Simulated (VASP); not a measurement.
# CsBr (Pm-3m) in VASP: single point with r2SCAN

Aim: the single point of CsBr with r2SCAN.

All numbers are computed with VASP 6.6.1; they aren't measurements. Logs are shortened: lines on timing, memory, paths and dates and some standing lists are left out, and cuts for length are marked.

## (1) The cell of the first run

It takes space group Pm-3m (No. 221, cubic). Conventional cell: a = 4.323 Å, b = 4.323 Å, c = 4.323 Å, α = 90.00°, β = 90.00°, γ = 90.00°. Cs (site symmetry m-3m) has 8 Br at 3.74 Å and 6 Cs at 4.32 Å within 4.9 Å. Br (site symmetry m-3m) has 8 Cs at 3.74 Å and 6 Br at 4.32 Å within 4.9 Å.

## (2) Single point, r2SCAN

Contents of POSCAR:

```
CsBr
1.0
    4.3225921233      0.0000000000      0.0000000000
    0.0000000000      4.3225921233      0.0000000000
    0.0000000000      0.0000000000      4.3225921233
Cs Br
1 1
Direct
    0.0000000000      0.0000000000      0.0000000000
    0.5000000000      0.5000000000      0.5000000000
```

Contents of INCAR.step1:

```
SYSTEM = CsBr
ALGO = Normal
EDIFF = 1E-5
ENCUT = 550
GGA = PE
GGA_COMPAT = .FALSE.
ISMEAR = -1
LASPH = .TRUE.
LCHARG = .FALSE.
LREAL = .FALSE.
LWAVE = .TRUE.
NBANDS = 15
NELM = 120
PREC = Accurate
SIGMA = 0.1
```

Contents of INCAR.step2:

```
SYSTEM = CsBr
ALGO = Normal
EDIFF = 1E-6
ENCUT = 550
GGA_COMPAT = .FALSE.
ISIF = 2
ISMEAR = -1
ISTART = 1
LASPH = .TRUE.
LCHARG = .TRUE.
LELF = .TRUE.
LMIXTAU = .TRUE.
LREAL = .FALSE.
LVHAR = .TRUE.
LWAVE = .FALSE.
METAGGA = R2SCAN
NBANDS = 15
NELM = 120
PREC = Accurate
SIGMA = 0.1
```

Contents of KPOINTS:

```
k-points
0
G
  8 8 8
  0 0 0
```

Potentials or basis: VASP PAW PBE potentials, release 64 (Cs_sv, Br).

On the command line:

```console
cat potpaw_PBE.64/Cs_sv/POTCAR potpaw_PBE.64/Br/POTCAR > POTCAR
cp INCAR.step1 INCAR
mpirun -np 1 vasp_std > vasp.out
cp INCAR.step2 INCAR
mpirun -np 1 vasp_std > vasp.out
```

OUTCAR:

```text
SYSTEM = CsBr
   EDIFF = 1E-6
   ENCUT = 550
   ISIF = 2
   ISMEAR = -1
   ISTART = 1
   LASPH = .TRUE.
   LREAL = .FALSE.
   METAGGA = R2SCAN
   NELM = 120
   PREC = Accurate

 ion  position               nearest neighbor table
   1  0.000  0.000  0.000-
   2  0.500  0.500  0.500-

  LATTYP: Found a simple cubic cell.
 ALAT       =     4.3225921233

  Lattice vectors:

 A1 = (   4.3225921233,   0.0000000000,   0.0000000000)
 A2 = (   0.0000000000,   4.3225921233,   0.0000000000)
 A3 = (   0.0000000000,   0.0000000000,   4.3225921233)

Analysis of symmetry for initial positions (statically):
=====================================================================
 Subroutine PRICEL returns:
 Original cell was already a primitive cell.

 Routine SETGRP: Setting up the symmetry group for a
 simple cubic supercell.

 Subroutine GETGRP returns: Found 48 space group operations
 (whereof 48 operations were pure point group operations)
 out of a pool of 48 trial point group operations.

The static configuration has the point symmetry O_h .

Analysis of symmetry for dynamics (positions and initial velocities):
=====================================================================
 Subroutine PRICEL returns:
 Original cell was already a primitive cell.

 Routine SETGRP: Setting up the symmetry group for a
 simple cubic supercell.

 Subroutine GETGRP returns: Found 48 space group operations
 (whereof 48 operations were pure point group operations)
 out of a pool of 48 trial point group operations.

The dynamic configuration has the point symmetry O_h .

 Subroutine INISYM returns: Found 48 space group operations
 (whereof 48 operations are pure point group operations),
 and found     1 'primitive' translations

----------------------------------------------------------------------------------------

                                     Primitive cell

  volume of cell :      80.7668

  direct lattice vectors                    reciprocal lattice vectors
     4.322592123  0.000000000  0.000000000     0.231342669  0.000000000  0.000000000
     0.000000000  4.322592123  0.000000000     0.000000000  0.231342669  0.000000000
     0.000000000  0.000000000  4.322592123     0.000000000  0.000000000  0.231342669

  length of vectors
     4.322592123  4.322592123  4.322592123     0.231342669  0.231342669  0.231342669

  position of ions in fractional coordinates (direct lattice)
     0.000000000  0.000000000  0.000000000
     0.500000000  0.500000000  0.500000000

[... 81 lines left out ...]
   NFREE  =      0    steps in history (QN), initial steepest desc. (CG)
   ISIF   =      2    stress and relaxation
   ISYM   =      2    0-nonsym 1-usesym 2-fastsym
   POTIM  = 0.5000    time-step for ionic-motion
   TEBEG  =    0.0;   TEEND  =   0.0 temperature during run
   PSTRESS=    0.0 pullay stress
   NELECT =      16.0000    total number of electrons
   NUPDOWN=      -1.0000    fix difference up-down
   EMIN   =  10.00;   EMAX   =-10.00  energy-range for DOS
   EFERMI =   0.00;   METHOD = LEGACY
   ISMEAR =    -1;   SIGMA  =   0.10  broadening in eV -4-tet -1-fermi 0-gaus
   EFERMI_NEDOS =   21; number of points for ismear=-14 and -15
   IALGO  =     38    algorithm
   IMIX   =      4    mixing-type and parameters
     AMIX     =   0.40;   BMIX     =  1.00
     AMIX_MAG =   1.60;   BMIX_MAG =  1.00
  volume/ion in A,a.u.               =      40.38       272.52
  Fermi-wavevector in a.u.,A,eV,Ry     =   0.954342  1.803444 12.391752  0.910768
  Thomas-Fermi vector in A             =   2.083080
   LORBIT       =      0    0 simple, 1 ext, 2 COOP (PROOUT), +10 PAW based schemes
   METAGGA = R2SCAN    functional components
   LHFCALC =     F    Hartree Fock is set to
   AEXX    =    0.0000 exact exchange contribution
   IVDW    =     0    specifies the selected vdW correction
   LEPSILON=     F    determine dielectric tensor
   LRPA    =     F    only Hartree local field effects (RPA)
 non-spin polarized calculation
  energy-cutoff  :      550.00
  volume of cell :       80.77
 maximum number of plane-waves:      2392
 NGX is ok and might be reduce to    36
   NGX = 17   NGY = 17   NGZ = 17

 number of electron      16.0000003 magnetization

 Free energy of the ion-electron system (eV)
  ---------------------------------------------------
  ext. energy  EPLUGINS =         0.00000000
  ---------------------------------------------------
  free energy    TOTEN  =       -42.32548119 eV

  energy without entropy =      -42.32548119  energy(sigma->0) =      -42.32548119

 E-fermi :   1.5647     XC(G=0):  -8.3427

 val. band max:       -0.7841560420   @ k =   0.5000   0.5000   0.0000
 cond. band min:       4.3922911708   @ k =   0.0000   0.0000   0.0000
 fundamental gap:      5.1764472129
 Fermi energy:         1.5647465766

 k-point     1 :       0.0000    0.0000    0.0000
  band No.  band energies     occupation
      1     -21.1271      2.00000
      2     -13.5535      2.00000
      3      -7.3549      2.00000
      4      -7.3549      2.00000
      5      -7.3549      2.00000
      6      -0.7898      2.00000
      7      -0.7898      2.00000
      8      -0.7898      2.00000
      9       4.3923      0.00000
     10       4.6404      0.00000
     11       4.6404      0.00000
     12       8.9587      0.00000
     13       8.9587      0.00000
     14       8.9587      0.00000
[... 401 lines left out ...]
      2     -13.4592      2.00000
      3      -7.8614      2.00000
      4      -7.7999      2.00000
      5      -7.2934      2.00000
      6      -1.5055      2.00000
      7      -1.4035      2.00000
      8      -0.9697      2.00000
      9       5.5714      0.00000
     10       5.8451      0.00000
     11       7.2648      0.00000
     12       7.3241      0.00000
     13       9.1739      0.00000
     14      10.3360      0.00000
     15      11.1280      0.00000

 [... further k-points ...]
[... 5 lines left out ...]
  --------------------------------------------------------------------------------------
  -------------------------------------------------------------------------------------
  Total        0.0297284      0.0297284      0.0297284      0.0000000      0.0000000     -0.0000000
  in kB        0.5897249      0.5897249      0.5897249      0.0000000      0.0000000     -0.0000000
  external PRESSURE =       0.5897249 kB  Pullay stress =       0.0000000 kB

 VOLUME and BASIS-vectors are now :
 -----------------------------------------------------------------------------
  energy-cutoff  :      550.00
  volume of cell :       80.77
      direct lattice vectors                 reciprocal lattice vectors
     4.322592123  0.000000000  0.000000000     0.231342669  0.000000000  0.000000000
     0.000000000  4.322592123  0.000000000     0.000000000  0.231342669  0.000000000
     0.000000000  0.000000000  4.322592123     0.000000000  0.000000000  0.231342669

 POSITION                                       TOTAL-FORCE (eV/Angst)
 -----------------------------------------------------------------------------------
      0.00000      0.00000      0.00000         0.000000      0.000000      0.000000
      2.16130      2.16130      2.16130         0.000000      0.000000      0.000000
 -----------------------------------------------------------------------------------
    total drift:                                0.000000      0.000000      0.000000

  FREE ENERGIE OF THE ION-ELECTRON SYSTEM (eV)
  ---------------------------------------------------
  free  energy   TOTEN  =       -42.3254811898 eV

  energy  without entropy=      -42.3254811897  energy(sigma->0) =      -42.32548119
```

OUTCAR.step1:

```text
SYSTEM = CsBr
   EDIFF = 1E-5
   ENCUT = 550
   GGA = PE
   ISMEAR = -1
   LASPH = .TRUE.
   LREAL = .FALSE.
[... 652 lines left out ...]
      0.00000      0.00000      0.00000         0.000000      0.000000      0.000000
      2.16130      2.16130      2.16130         0.000000      0.000000      0.000000
 -----------------------------------------------------------------------------------
    total drift:                                0.000000      0.000000      0.000000

  FREE ENERGIE OF THE ION-ELECTRON SYSTEM (eV)
  ---------------------------------------------------
  free  energy   TOTEN  =        -6.0158798897 eV

  energy  without entropy=       -6.0158798895  energy(sigma->0) =       -6.01587989
```

Wall time 83 s (1 thread of Intel Xeon Platinum 8488C (Sapphire Rapids), shared host); peak memory 0.24 GiB.

Results:

- Free energy: -42.3255 eV
- Pressure: 0.1 GPa
- Band gap on the k mesh: 5.18 eV, indirect (least direct gap 5.18 eV)

Levels at points of the mesh, in eV from the valence-band top:
| k point | band 5 | band 6 | band 7 | band 8 | band 9 | band 10 | band 11 | band 12 |
| --- | --- | --- | --- | --- | --- | --- | --- | --- |
| (0.00, 0.00, 0.00) | -6.57 | -0.01 | -0.01 | -0.01 | 5.18 | 5.42 | 5.42 | 9.74 |
| (0.50, 0.00, 0.00) | -6.47 | -1.25 | -0.19 | -0.19 | 6.43 | 7.84 | 8.36 | 8.94 |
| (0.50, 0.50, 0.00) | -6.41 | -0.58 | -0.58 | 0.00 | 5.83 | 6.11 | 7.85 | 7.85 |
| (0.50, 0.50, 0.50) | -6.95 | -1.12 | -1.12 | -1.12 | 8.88 | 8.88 | 8.88 | 9.77 |

Caveat: the PAW data sets were made with another functional, which shifts forces and pressure a little; spin-orbit coupling is left out, which moves the levels of the heavy elements. r2SCAN opens gaps a little over a GGA but as a rule still falls short of measured ones.
